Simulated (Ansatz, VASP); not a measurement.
## Mg2Si3N: VASP beside Ansatz

INCAR

```
SYSTEM = Mg2Si3N
PREC = Accurate
ENCUT = 520
EDIFF = 1E-6
ISMEAR = 0
SIGMA = 0.1
LREAL = .False.
LASPH = .True.
NELM = 150
ALGO = Normal
ISIF = 2
LWAVE = .False.
LCHARG = .False.
ISPIN = 2
MAGMOM = 0 0 0 0 0 1
LORBIT = 11
GGA = PE
NBANDS = 24
```

The input KPOINTS:

```
regular mesh
0
Gamma
  4 4 4
  0 0 0
```

File POSCAR:

```
Mg2Si3N
1.0
    2.4548696900     -4.4180069900      0.0000000000
    2.4548696900      4.4180069900      0.0000000000
    0.0000000000      0.0000000000      4.0517806500
Mg Si N
2 3 1
Direct
    0.5000000000      0.0000000000      0.5000000000
    0.0000000000      0.5000000000      0.5000000000
    0.6779564000      0.3220436000      0.0000000000
    0.3220436000      0.6779564000      0.0000000000
    0.5000000000      0.5000000000      0.5000000000
    0.0000000000      0.0000000000      0.0000000000
```

Input for Ansatz:

```yaml
crystal:
  lattice:
    - [2.45486969, -4.41800699, 0.0]
    - [2.45486969, 4.41800699, 0.0]
    - [0.0, 0.0, 4.05178065]
  atoms:
    - { symbol: Mg, position: [0.5, 0.0, 0.5] }
    - { symbol: Mg, position: [0.0, 0.5, 0.5] }
    - { symbol: Si, position: [0.6779564, 0.3220436, 0.0] }
    - { symbol: Si, position: [0.3220436, 0.6779564, 0.0] }
    - { symbol: Si, position: [0.5, 0.5, 0.5] }
    - { symbol: "N", position: [0.0, 0.0, 0.0], spin: 1.0 }
basis:
  ecutwfc: 420
kpoints:
  mp_grid: { grid: [4, 4, 4] }
hamiltonian:
  xc: pbe
scf:
  occupations: { method: gaussian, width: 0.1 }
  lower_state_search: "off"
output:
  forces: true
  stress: true
  eigenvalues: true
  populations: true
magnetization:
  spin_polarized: true
```

Change from the starting cell: species swapped into the LaAl2Ag3 type (Cmmm, No. 65).

Alike in both runs: task single point; functional PBE; k mesh 4 × 4 × 4; occupations gaussian, width 0.1 eV; collinear spin.

|  | VASP | Ansatz |
| --- | --- | --- |
| version | VASP 6.6.1 | Ansatz 0.2.0 |
| potentials or method | VASP PAW PBE potentials, release 64 (Mg, Si, N), cutoff 520 eV | scalar-relativistic, plane waves, PAW |
| valence electrons in the cell | 21 | 37 |

|  | VASP | Ansatz | Ansatz less VASP |
| --- | --- | --- | --- |
| gap on the k mesh at the Fermi level (eV) | none | none | - |
| pressure (GPa) | 18.1 | 17.9 | -0.13 |
| traceless stress, the component that is largest in VASP (GPa) | -10.86 | -10.77 | +0.087 |
| rms of the force components (eV/Å) | 0.252 | 0.250 | -0.0019 |
| net moment per atom (μB) | 0.08 | 0.07 | -0.005 |
| size of the moment on the site where the two differ most (μB) | 0.30 | 0.38 | +0.083 |

Site moments also hang on the region over which each program counts them. Atom by atom the forces differ by 0.002 eV/Å (rms over components). A gap of «none» marks a metal or a gap that the smearing closes. VASP's potentials hold 21 valence electrons a cell and Ansatz's 37, so a difference there can come from the potentials and not from the codes.

The k mesh is coarse, so the values compare programs but aren't converged.
